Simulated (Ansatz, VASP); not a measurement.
**One calculation of NbRu3, two programs**

```
Nb Ru
1.0
     3.95610    0.00000    0.00000
     0.00000    3.95610    0.00000
     0.00000    0.00000    3.95610
Nb Ru
1 3
Direct
  0.00000 0.00000 0.00000
  0.00000 0.50000 0.50000
  0.50000 0.00000 0.50000
  0.50000 0.50000 0.00000
```

Change from the starting cell: volume scaled by 1.06, PAW files.

Alike in both runs: task electric field gradients; functional LDA; k mesh 9 × 9 × 9; occupations fermi-dirac, width 0.05 eV; no spin polarisation.

```csv
,VASP,Ansatz
version,VASP 6.6.1,Ansatz 0.2.0
potentials or method,"VASP PAW LDA potentials, release 64 (Nb_sv, Ru_pv)","PAW with Ansatz's default frozen-core files, scalar-relativistic"
plane-wave cutoff (eV),520,420
valence electrons in the cell,55,61
```

|  | VASP | Ansatz | Ansatz less VASP |
| --- | --- | --- | --- |
| pressure (GPa) | -24.1 | -24.5 | -0.38 |
| size of Vzz on the site where it differs most (V/Å²) | 4.9 | 3.5 | -1.37 |

LDA's correlation is that of Perdew and Zunger in VASP and of Perdew and Wang (1992) in Ansatz. VASP's potentials hold 55 valence electrons a cell and Ansatz's 61, so a difference there can come from the potentials and not from the codes.
